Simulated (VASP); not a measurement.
# PtS2 (P1) in VASP: single point with PBE

Aim: the single point of PtS2 with PBE.

Program: VASP 6.6.1. These are calculated values, not measurements. Logs are shortened: lines on timing, memory, paths and dates and some standing lists are left out, and cuts for length are marked.

### Step 1. The cell of the first run

The typed cell holds 3 atoms: a = 3.543 Å, b = 3.543 Å, c = 5.039 Å, α = 90.00°, β = 90.00°, γ = 120.00°.

### Step 2. Single point, PBE (atom 2 (S) moved by (-0.300, +0.300) A along [1 1 0] and z)

INCAR reads:

```
  ALGO = Normal
  EDIFF = 1E-6
  ENCUT = 520
  GGA = PE
  ISIF = 2
  ISMEAR = 0
  LASPH = T
  LCHARG = F
  LREAL = F
  LWAVE = F
  NBANDS = 18
  NELM = 80
  PREC = Accurate
  SIGMA = 0.05
```

KPOINTS reads:

```
k-points
0
Gamma
  12 12 8
```

POSCAR reads:

```
PtS2
1.0
    3.5431994758      0.0000000000      0.0000000000
   -1.7715997379      3.0685007567      0.0000000000
    0.0000000000      0.0000000000      5.0388000000
Pt S
1 2
Direct
    0.0000000000      0.0000000000      0.0000000000
    0.2388970692      0.5975345233      0.3095379852
    0.6666666667      0.3333333333      0.7500000000
```

Potentials or basis: VASP PAW PBE potentials, release 64 (Pt, S).

Command:

```sh
cat potpaw_PBE.64/Pt/POTCAR potpaw_PBE.64/S/POTCAR > POTCAR
mpirun -np 1 vasp_std > vasp.out
```

OUTCAR:

```text
EDIFF = 1E-6
   ENCUT = 520
   GGA = PE
   ISIF = 2
   ISMEAR = 0
   LASPH = T
   LREAL = F
   NELM = 80
   PREC = Accurate

 ion  position               nearest neighbor table
   1  0.000  0.000  0.000-   3 2.40   3 2.40   3 2.40   2 2.42   2 2.53   2 2.81
   2  0.239  0.598  0.310-   1 2.42   1 2.53   1 2.81
   3  0.667  0.333  0.750-   1 2.40   1 2.40   1 2.40

  LATTYP: Found a hexagonal cell.
 ALAT       =     3.5431994758
 C/A-ratio  =     1.4221045229

  Lattice vectors:

 A1 = (   3.5431994758,   0.0000000000,   0.0000000000)
 A2 = (  -1.7715997379,   3.0685007567,   0.0000000000)
 A3 = (   0.0000000000,   0.0000000000,   5.0388000000)

Analysis of symmetry for initial positions (statically):
=====================================================================
 Subroutine PRICEL returns:
 Original cell was already a primitive cell.

 Routine SETGRP: Setting up the symmetry group for a
 hexagonal supercell.

 Subroutine GETGRP returns: Found  1 space group operations
 (whereof  1 operations were pure point group operations)
 out of a pool of 24 trial point group operations.

The static configuration has the point symmetry C_1 .

Analysis of symmetry for dynamics (positions and initial velocities):
=====================================================================
 Subroutine PRICEL returns:
 Original cell was already a primitive cell.

 Routine SETGRP: Setting up the symmetry group for a
 hexagonal supercell.

 Subroutine GETGRP returns: Found  1 space group operations
 (whereof  1 operations were pure point group operations)
 out of a pool of 24 trial point group operations.

The dynamic configuration has the point symmetry C_1 .

 Subroutine INISYM returns: Found  1 space group operations
 (whereof  1 operations are pure point group operations),
 and found     1 'primitive' translations

----------------------------------------------------------------------------------------

                                     Primitive cell

  volume of cell :      54.7834

  direct lattice vectors                    reciprocal lattice vectors
[... 78 lines left out ...]
   NGXF,Y,Z  is equivalent  to a cutoff of  26.28, 26.28, 26.39 a.u.
 SYSTEM =  unknown system
   PREC   = accura    normal or accurate (medium, high low for compatibility)
   ISTART =      0    job   : 0-new  1-cont  2-samecut
   ICHARG =      2    charge: 1-file 2-atom 10-const
   ISPIN  =      1    spin polarized calculation?
   LNONCOLLINEAR =      F non collinear calculations
   LSORBIT =      F    spin-orbit coupling
   LASPH  =      T    aspherical Exc in radial PAW
   ENCUT  =  520.0 eV  38.22 Ry    6.18 a.u.   6.59  6.59  9.37*2*pi/ulx,y,z
   NELM   =     80;   NELMIN=  2; NELMDL= -5     # of ELM steps
   EDIFF  = 0.1E-05   stopping-criterion for ELM
   LREAL  =      F    real-space projection
   EDIFFG = 0.1E-04   stopping-criterion for IOM
   NSW    =      0    number of steps for IOM
   IBRION =     -1    ionic relax: 0-MD 1-quasi-New 2-CG
   NFREE  =      0    steps in history (QN), initial steepest desc. (CG)
   ISIF   =      2    stress and relaxation
   ISYM   =      2    0-nonsym 1-usesym 2-fastsym
   POTIM  = 0.5000    time-step for ionic-motion
   TEBEG  =    0.0;   TEEND  =   0.0 temperature during run
   PSTRESS=    0.0 pullay stress
   NELECT =      22.0000    total number of electrons
   NUPDOWN=      -1.0000    fix difference up-down
   EMIN   =  10.00;   EMAX   =-10.00  energy-range for DOS
   EFERMI =   0.00;   METHOD = LEGACY
   ISMEAR =     0;   SIGMA  =   0.05  broadening in eV -4-tet -1-fermi 0-gaus
   EFERMI_NEDOS =   21; number of points for ismear=-14 and -15
   IALGO  =     38    algorithm
   IMIX   =      4    mixing-type and parameters
     AMIX     =   0.40;   BMIX     =  1.00
     AMIX_MAG =   1.60;   BMIX_MAG =  1.00
  volume/ion in A,a.u.               =      18.26       123.23
  Fermi-wavevector in a.u.,A,eV,Ry     =   1.207812  2.282434 19.848319  1.458810
  Thomas-Fermi vector in A             =   2.343439
   LORBIT       =      0    0 simple, 1 ext, 2 COOP (PROOUT), +10 PAW based schemes
   GGA     = PE    functional components
   LHFCALC =     F    Hartree Fock is set to
   AEXX    =    0.0000 exact exchange contribution
   IVDW    =     0    specifies the selected vdW correction
   LEPSILON=     F    determine dielectric tensor
   LRPA    =     F    only Hartree local field effects (RPA)
 non-spin polarized calculation
 Gauss-broadening in eV      SIGMA  =   0.05
  energy-cutoff  :      520.00
  volume of cell :       54.78
 maximum number of plane-waves:      1507
   NGX = 13   NGY = 13   NGZ = 19

 number of electron      22.0000000 magnetization

 Free energy of the ion-electron system (eV)
  ---------------------------------------------------
  ext. energy  EPLUGINS =         0.00000000
  ---------------------------------------------------
  free energy    TOTEN  =       -14.72776983 eV

  energy without entropy =      -14.72694128  energy(sigma->0) =      -14.72735556

 E-fermi :   6.8482     XC(G=0): -10.8167

 val. band max:        6.8363378052   @ k =   0.0000   0.0833   0.1250
 cond. band min:       6.8546453745   @ k =  -0.3333   0.0000   0.2500
 fundamental gap:      0.0183075693
 Fermi energy:         6.8482342776

 k-point     1 :       0.0000    0.0000    0.0000
  band No.  band energies     occupation
      1      -8.2557      2.00000
      2      -5.4344      2.00000
      3      -0.2772      2.00000
      4       0.9927      2.00000
      5       1.1837      2.00000
      6       3.1795      2.00000
[... 481 lines left out ...]
      5       1.3950      2.00000
      6       2.3384      2.00000
[... 10 lines left out ...]
     17      15.4249      0.00000
     18      16.3410      0.00000

 [... further k-points ...]
[... 5 lines left out ...]
  --------------------------------------------------------------------------------------
  -------------------------------------------------------------------------------------
  Total       -0.6756385     -0.3861549     -3.1453589      0.1997201      0.8234102      0.2985924
  in kB      -19.7595028    -11.2933588    -91.9881373      5.8409476     24.0811860      8.7325344
  external PRESSURE =     -41.0136663 kB  Pullay stress =       0.0000000 kB

 VOLUME and BASIS-vectors are now :
 -----------------------------------------------------------------------------
  energy-cutoff  :      520.00
  volume of cell :       54.78
      direct lattice vectors                 reciprocal lattice vectors
     3.543199476  0.000000000  0.000000000     0.282230794  0.162946025  0.000000000
    -1.771599738  3.068500757  0.000000000     0.000000000  0.325892049  0.000000000
     0.000000000  0.000000000  5.038800000     0.000000000  0.000000000  0.198459951

 POSITION                                       TOTAL-FORCE (eV/Angst)
 -----------------------------------------------------------------------------------
      0.00000      0.00000      0.00000        -0.642133     -0.862530      1.451574
     -0.21213      1.83354      1.55970         0.438201      0.787414     -2.023247
      1.77160      1.02283      3.77910         0.203932      0.075116      0.571673
 -----------------------------------------------------------------------------------
    total drift:                               -0.000087     -0.000110      0.000284

  FREE ENERGIE OF THE ION-ELECTRON SYSTEM (eV)
  ---------------------------------------------------
  free  energy   TOTEN  =       -14.7277698310 eV

  energy  without entropy=      -14.7269412839  energy(sigma->0) =      -14.72735556
```

OSZICAR:

```text
N       E                     dE             d eps       ncg     rms          rms(c)
DAV:   1     0.107889443920E+03    0.10789E+03   -0.10378E+04 21208   0.109E+03
DAV:   2    -0.106260138977E+02   -0.11852E+03   -0.11456E+03 25344   0.216E+02
DAV:   3    -0.159254373614E+02   -0.52994E+01   -0.52523E+01 26428   0.460E+01
DAV:   4    -0.159792529738E+02   -0.53816E-01   -0.53785E-01 27398   0.519E+00
DAV:   5    -0.159799932572E+02   -0.74028E-03   -0.74022E-03 26310   0.599E-01    0.161E+01
DAV:   6    -0.152326325038E+02    0.74736E+00   -0.75121E+00 21888   0.253E+01    0.129E+01
DAV:   7    -0.147487639011E+02    0.48387E+00   -0.23779E+00 21414   0.128E+01    0.576E+00
DAV:   8    -0.147357916364E+02    0.12972E-01   -0.22936E-01 25418   0.259E+00    0.173E+00
DAV:   9    -0.147276665999E+02    0.81250E-02   -0.36655E-02 25060   0.129E+00    0.481E-01
DAV:  10    -0.147277066098E+02   -0.40010E-04   -0.42129E-03 24520   0.448E-01    0.182E-01
DAV:  11    -0.147277385734E+02   -0.31964E-04   -0.33848E-04 25696   0.127E-01    0.977E-02
DAV:  12    -0.147277648958E+02   -0.26322E-04   -0.10728E-04 26330   0.682E-02    0.159E-02
DAV:  13    -0.147277692492E+02   -0.43534E-05   -0.21300E-05 23964   0.290E-02    0.972E-03
DAV:  14    -0.147277698310E+02   -0.58178E-06   -0.15174E-06 21668   0.848E-03
   1 F= -.14727770E+02 E0= -.14727356E+02  d E =-.828547E-03
```

stdout:

```text
POSCAR found type information on POSCAR PtS
 POSCAR found :  2 types and       3 ions
 scaLAPACK will be used
 LDA part: xc-table for (Slater+PW92), standard interpolation
 POSCAR, INCAR and KPOINTS ok, starting setup
 FFT: planning ... GRIDC
 FFT: planning ... GRID_SOFT
 FFT: planning ... GRID
 WAVECAR not read
 entering main loop
```

Run time: 4 min. Hardware: 1 thread of AMD EPYC 9R45 (Zen 5), shared host; peak memory 0.58 GiB.

What came out:

* Free energy: -14.7278 eV
* Pressure: -4.1 GPa
* Largest force: 2.215 eV/Å
* Band gap on the k mesh: zero (bands 11 and 12 overlap by 0.18 eV)

Forces in eV/Å, atoms in the order of the input:
```
Pt  -0.642 -0.863  1.452
S    0.438  0.787 -2.023
S    0.204  0.075  0.572
```

Caveat: the cell differs from its parent crystal (atom 2 (S) moved by (-0.300, +0.300) A along [1 1 0] and z); the stress differs along the axes, from -9 to -1 GPa; spin-orbit coupling is left out, which moves the levels of the heavy elements; forces of over 1 eV/Å act on the atoms, so gaps and moduli don't describe the material at rest.
